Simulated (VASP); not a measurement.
# Hf3Ru (Pm-3m) in VASP: notebook

Hf3Ru is run at these levels: PBE; tasks: single point.

All numbers are computed with VASP 6.6.1; they aren't measurements. Logs are shortened: lines on timing, memory, paths and dates and some standing lists are left out, and cuts for length are marked.

## Step 1: The cell of the first run

The structure is cubic, space group Pm-3m (No. 221). Conventional cell: a = 4.122 Å, b = 4.122 Å, c = 4.122 Å, α = 90.00°, β = 90.00°, γ = 90.00°. Within 3.8 Å of Hf (site symmetry 4/mmm) lie 8 Hf at 2.91 Å and 4 Ru at 2.91 Å. Within 3.8 Å of Ru (site symmetry m-3m) lie 12 Hf at 2.91 Å.

## Step 2: Single point, PBE

Contents of INCAR:

```
PREC     = Accurate       # precision mode
ENCUT    = 520            # plane-wave cutoff, eV
EDIFF    = 1E-6           # SCF threshold, eV
ISMEAR   = 0              # smearing method
SIGMA    = 0.1            # smearing width, eV
LREAL    = F              # projectors in reciprocal space
LASPH    = T              # aspherical terms in the spheres
NELM     = 80             # most SCF steps
ALGO     = Normal         # electronic algorithm
ISIF     = 2              # what is computed and relaxed
LWAVE    = F              # write WAVECAR
LCHARG   = F              # write CHGCAR
GGA      = PE             # functional
NBANDS   = 30             # bands
```

Contents of KPOINTS:

```
Automatic mesh
0
Gamma
  4 4 4
```

Contents of POSCAR:

```
Hf3Ru
1.0
    4.1220140315      0.0000000000      0.0000000000
    0.0000000000      4.1220140315      0.0000000000
    0.0000000000      0.0000000000      4.1220140315
Hf Ru
3 1
Direct
    0.0000000000      0.5000000000      0.5000000000
    0.5000000000      0.0000000000      0.5000000000
    0.5000000000      0.5000000000      0.0000000000
    0.0000000000      0.0000000000      0.0000000000
```

Potentials or basis: VASP PAW PBE potentials, release 64 (Hf_pv, Ru_pv).

Command:

```bash
cat potpaw_PBE.64/Hf_pv/POTCAR potpaw_PBE.64/Ru_pv/POTCAR > POTCAR
mpirun -np 1 vasp_std > vasp.out
```

OUTCAR:

```text
PREC = Accurate
   ENCUT = 520
   EDIFF = 1E-6
   ISMEAR = 0
   LREAL = F
   LASPH = T
   NELM = 80
   ISIF = 2
   GGA = PE

 ion  position               nearest neighbor table
   1  0.000  0.500  0.500-   2 2.91   3 2.91   4 2.91   3 2.91   4 2.91   2 2.91   4 2.91   4 2.91
                             2 2.91   3 2.91   3 2.91   2 2.91
   2  0.500  0.000  0.500-   1 2.91   3 2.91   4 2.91   3 2.91   4 2.91   1 2.91   3 2.91   3 2.91
                             1 2.91   4 2.91   4 2.91   1 2.91
   3  0.500  0.500  0.000-   1 2.91   2 2.91   4 2.91   1 2.91   2 2.91   2 2.91   4 2.91   2 2.91
                             1 2.91   4 2.91   1 2.91   4 2.91
   4  0.000  0.000  0.000-   1 2.91   2 2.91   3 2.91   1 2.91   2 2.91   1 2.91   3 2.91   1 2.91
                             2 2.91   3 2.91   2 2.91   3 2.91

  LATTYP: Found a simple cubic cell.
 ALAT       =     4.1220140315

  Lattice vectors:

 A1 = (   4.1220140315,   0.0000000000,   0.0000000000)
 A2 = (   0.0000000000,   4.1220140315,   0.0000000000)
 A3 = (   0.0000000000,   0.0000000000,   4.1220140315)

Analysis of symmetry for initial positions (statically):
=====================================================================
 Subroutine PRICEL returns:
 Original cell was already a primitive cell.

 Routine SETGRP: Setting up the symmetry group for a
 simple cubic supercell.

 Subroutine GETGRP returns: Found 48 space group operations
 (whereof 48 operations were pure point group operations)
 out of a pool of 48 trial point group operations.

The static configuration has the point symmetry O_h .

Analysis of symmetry for dynamics (positions and initial velocities):
=====================================================================
 Subroutine PRICEL returns:
 Original cell was already a primitive cell.

 Routine SETGRP: Setting up the symmetry group for a
 simple cubic supercell.

 Subroutine GETGRP returns: Found 48 space group operations
 (whereof 48 operations were pure point group operations)
 out of a pool of 48 trial point group operations.

The dynamic configuration has the point symmetry O_h .

 Subroutine INISYM returns: Found 48 space group operations
 (whereof 48 operations are pure point group operations),
 and found     1 'primitive' translations

----------------------------------------------------------------------------------------

                                     Primitive cell

  volume of cell :      70.0371

  direct lattice vectors                    reciprocal lattice vectors
     4.122014032  0.000000000  0.000000000     0.242599853  0.000000000  0.000000000
     0.000000000  4.122014032  0.000000000     0.000000000  0.242599853  0.000000000
     0.000000000  0.000000000  4.122014032     0.000000000  0.000000000  0.242599853

  length of vectors
     4.122014032  4.122014032  4.122014032     0.242599853  0.242599853  0.242599853

  position of ions in fractional coordinates (direct lattice)
     0.000000000  0.500000000  0.500000000
     0.500000000  0.000000000  0.500000000
     0.500000000  0.500000000  0.000000000
     0.000000000  0.000000000  0.000000000

  ion indices of the primitive-cell ions
   primitive index   ion index
                 1           1
                 2           2
                 3           3
                 4           4

----------------------------------------------------------------------------------------

 KPOINTS: Automatic mesh

Automatic generation of k-mesh.
 Grid dimensions read from file:
 generate k-points for:    4    4    4

 Generating k-lattice:

  Cartesian coordinates                     Fractional coordinates (reciprocal lattice)
     0.060649963  0.000000000  0.000000000     0.250000000  0.000000000  0.000000000
     0.000000000  0.060649963  0.000000000     0.000000000  0.250000000  0.000000000
     0.000000000  0.000000000  0.060649963     0.000000000  0.000000000  0.250000000

  Length of vectors
     0.060649963  0.060649963  0.060649963

  Shift w.r.t. Gamma in fractional coordinates (k-lattice)
     0.000000000  0.000000000  0.000000000

 Subroutine IBZKPT returns following result:
 ===========================================

 Found     10 irreducible k-points:

 Following reciprocal coordinates:
            Coordinates               Weight
  0.000000  0.000000  0.000000      1.000000
  0.250000  0.000000  0.000000      6.000000
  0.500000  0.000000  0.000000      3.000000
  0.250000  0.250000  0.000000     12.000000
  0.500000  0.250000  0.000000     12.000000
  0.500000  0.500000  0.000000      3.000000
  0.250000  0.250000  0.250000      8.000000
  0.500000  0.250000  0.250000     12.000000
  0.500000  0.500000  0.250000      6.000000
  0.500000  0.500000  0.500000      1.000000
   k-points           NKPTS =     10   k-points in BZ     NKDIM =     10   number of bands    NBANDS=     30
   number of dos      NEDOS =    301   number of ions     NIONS =      4
   total plane-waves  NPLWV =  32768
   dimension x,y,z NGX =    32 NGY =   32 NGZ =   32
   dimension x,y,z NGXF=    64 NGYF=   64 NGZF=   64
   ions per type =               3   1
   NGX,Y,Z   is equivalent  to a cutoff of  12.91, 12.91, 12.91 a.u.
   NGXF,Y,Z  is equivalent  to a cutoff of  25.81, 25.81, 25.81 a.u.
 SYSTEM =  unknown system
   PREC   = accura    normal or accurate (medium, high low for compatibility)
   ISTART =      0    job   : 0-new  1-cont  2-samecut
   ICHARG =      2    charge: 1-file 2-atom 10-const
   ISPIN  =      1    spin polarized calculation?
   LNONCOLLINEAR =      F non collinear calculations
   LSORBIT =      F    spin-orbit coupling
   LASPH  =      T    aspherical Exc in radial PAW
   ENCUT  =  520.0 eV  38.22 Ry    6.18 a.u.   7.66  7.66  7.66*2*pi/ulx,y,z
   NELM   =     80;   NELMIN=  2; NELMDL= -5     # of ELM steps
   EDIFF  = 0.1E-05   stopping-criterion for ELM
   LREAL  =      F    real-space projection
   EDIFFG = 0.1E-04   stopping-criterion for IOM
   NSW    =      0    number of steps for IOM
   IBRION =     -1    ionic relax: 0-MD 1-quasi-New 2-CG
   NFREE  =      0    steps in history (QN), initial steepest desc. (CG)
   ISIF   =      2    stress and relaxation
   ISYM   =      2    0-nonsym 1-usesym 2-fastsym
   POTIM  = 0.5000    time-step for ionic-motion
   TEBEG  =    0.0;   TEEND  =   0.0 temperature during run
   PSTRESS=    0.0 pullay stress
   NELECT =      44.0000    total number of electrons
   NUPDOWN=      -1.0000    fix difference up-down
   EMIN   =  10.00;   EMAX   =-10.00  energy-range for DOS
   EFERMI =   0.00;   METHOD = LEGACY
   ISMEAR =     0;   SIGMA  =   0.10  broadening in eV -4-tet -1-fermi 0-gaus
   EFERMI_NEDOS =   21; number of points for ismear=-14 and -15
   IALGO  =     38    algorithm
   IMIX   =      4    mixing-type and parameters
     AMIX     =   0.40;   BMIX     =  1.00
     AMIX_MAG =   1.60;   BMIX_MAG =  1.00
  volume/ion in A,a.u.               =      17.51       118.16
  Fermi-wavevector in a.u.,A,eV,Ry     =   1.402113  2.649609 26.747966  1.965920
  Thomas-Fermi vector in A             =   2.524907
   LORBIT       =      0    0 simple, 1 ext, 2 COOP (PROOUT), +10 PAW based schemes
   GGA     = PE    functional components
   LHFCALC =     F    Hartree Fock is set to
   AEXX    =    0.0000 exact exchange contribution
   IVDW    =     0    specifies the selected vdW correction
   LEPSILON=     F    determine dielectric tensor
   LRPA    =     F    only Hartree local field effects (RPA)
 non-spin polarized calculation
 Gauss-broadening in eV      SIGMA  =   0.10
  energy-cutoff  :      520.00
  volume of cell :       70.04
 maximum number of plane-waves:      1924
 NGX is ok and might be reduce to    32
   NGX = 15   NGY = 15   NGZ = 15

 number of electron      44.0000013 magnetization

 Free energy of the ion-electron system (eV)
  ---------------------------------------------------
  ext. energy  EPLUGINS =         0.00000000
  ---------------------------------------------------
  free energy    TOTEN  =       -38.70050074 eV

  energy without entropy =      -38.67401868  energy(sigma->0) =      -38.68725971

 E-fermi :   7.3131     XC(G=0): -12.4892

 val. band max:        7.2818625866   @ k =   0.5000   0.5000   0.2500
 cond. band min:       7.3644570145   @ k =   0.0000   0.0000   0.0000
 fundamental gap:      0.0825944279
 Fermi energy:         7.3131197012

 k-point     1 :       0.0000    0.0000    0.0000
  band No.  band energies     occupation
      1     -34.9996      2.00000
      2     -34.9996      2.00000
      3     -34.9996      2.00000
      4     -23.4582      2.00000
      5     -23.4582      2.00000
      6     -23.4582      2.00000
[... 22 lines left out ...]
     29      12.8521      0.00000
     30      12.8521      0.00000

 k-point     2 :       0.2500    0.0000    0.0000
  band No.  band energies     occupation
      1     -34.9997      2.00000
      2     -34.9987      2.00000
      3     -34.9987      2.00000
      4     -23.3732      2.00000
      5     -23.3732      2.00000
      6     -23.3206      2.00000
[... 22 lines left out ...]
     29      12.5495      0.00000
     30      12.5497      0.00000

 k-point     3 :       0.5000    0.0000    0.0000
  band No.  band energies     occupation
      1     -34.9999      2.00000
      2     -34.9978      2.00000
      3     -34.9978      2.00000
      4     -23.2584      2.00000
      5     -23.2584      2.00000
      6     -22.9841      2.00000
[... 22 lines left out ...]
     29      10.5913      0.00000
     30      10.9829      0.00000

 k-point     4 :       0.2500    0.2500    0.0000
  band No.  band energies     occupation
      1     -35.0010      2.00000
      2     -34.9988      2.00000
      3     -34.9978      2.00000
      4     -23.4416      2.00000
      5     -23.2801      2.00000
      6     -23.1022      2.00000
[... 154 lines left out ...]
     29      11.8529      0.00000
     30      12.1315      0.00000

 k-point     9 :       0.5000    0.5000    0.2500
  band No.  band energies     occupation
      1     -35.0040      2.00000
      2     -35.0040      2.00000
      3     -35.0008      2.00000
      4     -23.7096      2.00000
      5     -23.3526      2.00000
      6     -23.1968      2.00000
[... 22 lines left out ...]
     29      11.8856      0.00000
     30      11.8856      0.00000

 k-point    10 :       0.5000    0.5000    0.5000
  band No.  band energies     occupation
      1     -35.0054      2.00000
      2     -35.0054      2.00000
      3     -35.0054      2.00000
      4     -23.8903      2.00000
      5     -23.3382      2.00000
      6     -23.3382      2.00000
[... 22 lines left out ...]
     29      12.2167      0.00000
     30      12.2167      0.00000

------------------------ aborting loop because EDIFF is reached ----------------------------------------

  FORCE on cell =-STRESS in cart. coord.  units (eV):
  Direction    XX          YY          ZZ          XY          YZ          ZX
  --------------------------------------------------------------------------------------
  -------------------------------------------------------------------------------------
  Total        8.6428095      8.6428095      8.6428095      0.0000000     -0.0000000     -0.0000000
  in kB      197.7138650    197.7138650    197.7138650      0.0000000     -0.0000000     -0.0000000
  external PRESSURE =     197.7138650 kB  Pullay stress =       0.0000000 kB

 VOLUME and BASIS-vectors are now :
 -----------------------------------------------------------------------------
  energy-cutoff  :      520.00
  volume of cell :       70.04
      direct lattice vectors                 reciprocal lattice vectors
     4.122014032  0.000000000  0.000000000     0.242599853  0.000000000  0.000000000
     0.000000000  4.122014032  0.000000000     0.000000000  0.242599853  0.000000000
     0.000000000  0.000000000  4.122014032     0.000000000  0.000000000  0.242599853

 POSITION                                       TOTAL-FORCE (eV/Angst)
 -----------------------------------------------------------------------------------
      0.00000      2.06101      2.06101         0.000000      0.000000      0.000000
      2.06101      0.00000      2.06101         0.000000      0.000000      0.000000
      2.06101      2.06101      0.00000         0.000000      0.000000      0.000000
      0.00000      0.00000      0.00000         0.000000      0.000000      0.000000
 -----------------------------------------------------------------------------------
    total drift:                                0.000000     -0.000000     -0.000000

  FREE ENERGIE OF THE ION-ELECTRON SYSTEM (eV)
  ---------------------------------------------------
  free  energy   TOTEN  =       -38.7005007363 eV

  energy  without entropy=      -38.6740186835  energy(sigma->0) =      -38.68725971
```

Wall time 35 s (1 thread of Oxide Virtual Turin-like, shared host); peak memory 0.14 GiB.

Results:

* Free energy: -38.7005 eV
* Pressure: 19.8 GPa
* Band gap on the k mesh: zero (bands 22 and 23 overlap by 1.91 eV)

Caveat: the k points lie up to 0.38 Å⁻¹ apart, too coarse for converged energies and pressures of a metal; spin-orbit coupling is left out, which moves the levels of the heavy elements.

## Step 3: Single point, PBE

This run uses another cell than the first one, of 19.86 Å³/atom.

Contents of INCAR:

```
SYSTEM = Hf3Ru
  PREC = Accurate
  ENCUT = 520
  EDIFF = 1E-7
  ISMEAR = 0
  SIGMA = 0.1
  LREAL = .False.
  LASPH = .True.
  NELM = 100
  ALGO = Fast
  ISIF = 2
  LWAVE = .False.
  LCHARG = .False.
  GGA = PE
  NBANDS = 30
```

Contents of KPOINTS:

```
Automatic mesh
0
Gamma
  4 4 4
  0 0 0
```

Contents of POSCAR:

```
Hf3Ru
1.0
    4.2987212889      0.0000000000      0.0000000000
    0.0000000000      4.2987212889      0.0000000000
    0.0000000000      0.0000000000      4.2987212889
Hf Ru
3 1
Direct
    0.0000000000      0.5000000000      0.5000000000
    0.5000000000      0.0000000000      0.5000000000
    0.5000000000      0.5000000000      0.0000000000
    0.0000000000      0.0000000000      0.0000000000
```

Potentials or basis: VASP PAW PBE potentials, release 64 (Hf_pv, Ru_pv).

Command:

```bash
cat potpaw_PBE.64/Hf_pv/POTCAR potpaw_PBE.64/Ru_pv/POTCAR > POTCAR
mpirun -np 1 vasp_std > vasp.out
```

OUTCAR:

```text
SYSTEM = Hf3Ru
   PREC = Accurate
   ENCUT = 520
   EDIFF = 1E-7
   ISMEAR = 0
   LREAL = .False.
   LASPH = .True.
   NELM = 100
   ISIF = 2
   GGA = PE

 ion  position               nearest neighbor table
   1  0.000  0.500  0.500-   2 3.04   3 3.04   4 3.04   3 3.04   4 3.04   2 3.04   4 3.04   4 3.04
                             2 3.04   3 3.04   3 3.04   2 3.04
   2  0.500  0.000  0.500-   1 3.04   3 3.04   4 3.04   3 3.04   4 3.04   1 3.04   3 3.04   3 3.04
                             1 3.04   4 3.04   4 3.04   1 3.04
   3  0.500  0.500  0.000-   1 3.04   2 3.04   4 3.04   1 3.04   2 3.04   2 3.04   4 3.04   2 3.04
                             1 3.04   4 3.04   1 3.04   4 3.04
   4  0.000  0.000  0.000-   1 3.04   2 3.04   3 3.04   1 3.04   2 3.04   1 3.04   3 3.04   1 3.04
[... 519 lines left out ...]
  Total       -0.4652055     -0.4652055     -0.4652055     -0.0000000      0.0000000     -0.0000000
  in kB       -9.3829110     -9.3829110     -9.3829110     -0.0000000      0.0000000     -0.0000000
  external PRESSURE =      -9.3829110 kB  Pullay stress =       0.0000000 kB

 VOLUME and BASIS-vectors are now :
 -----------------------------------------------------------------------------
  energy-cutoff  :      520.00
  volume of cell :       79.44
      direct lattice vectors                 reciprocal lattice vectors
     4.298721289  0.000000000  0.000000000     0.232627317  0.000000000  0.000000000
     0.000000000  4.298721289  0.000000000     0.000000000  0.232627317  0.000000000
     0.000000000  0.000000000  4.298721289     0.000000000  0.000000000  0.232627317

 POSITION                                       TOTAL-FORCE (eV/Angst)
 -----------------------------------------------------------------------------------
      0.00000      2.14936      2.14936         0.000000      0.000000      0.000000
      2.14936      0.00000      2.14936         0.000000      0.000000      0.000000
      2.14936      2.14936      0.00000         0.000000      0.000000      0.000000
      0.00000      0.00000      0.00000         0.000000      0.000000      0.000000
 -----------------------------------------------------------------------------------
    total drift:                                0.000000     -0.000000     -0.000000

  FREE ENERGIE OF THE ION-ELECTRON SYSTEM (eV)
  ---------------------------------------------------
  free  energy   TOTEN  =       -39.2031492033 eV

  energy  without entropy=      -39.1900754808  energy(sigma->0) =      -39.19661234
```

stdout:

```text
POSCAR found type information on POSCAR HfRu
 POSCAR found :  2 types and       4 ions
 scaLAPACK will be used
 LDA part: xc-table for (Slater+PW92), standard interpolation
 POSCAR, INCAR and KPOINTS ok, starting setup
 FFT: planning ... GRIDC
 FFT: planning ... GRID_SOFT
 FFT: planning ... GRID
 WAVECAR not read
 entering main loop
```

Run time: 45 s. Hardware: 1 thread of Oxide Virtual Turin-like, shared host; peak memory 0.14 GiB.

Results:

* Free energy: -39.2031 eV
* Pressure: -0.9 GPa
* Band gap on the k mesh: zero (bands 22 and 23 overlap by 1.38 eV)

Caveat: the k points lie up to 0.37 Å⁻¹ apart, too coarse for converged energies and pressures of a metal; spin-orbit coupling is left out, which moves the levels of the heavy elements.

The gap in the log of VASP goes by the Fermi energy; the results here count the filled bands.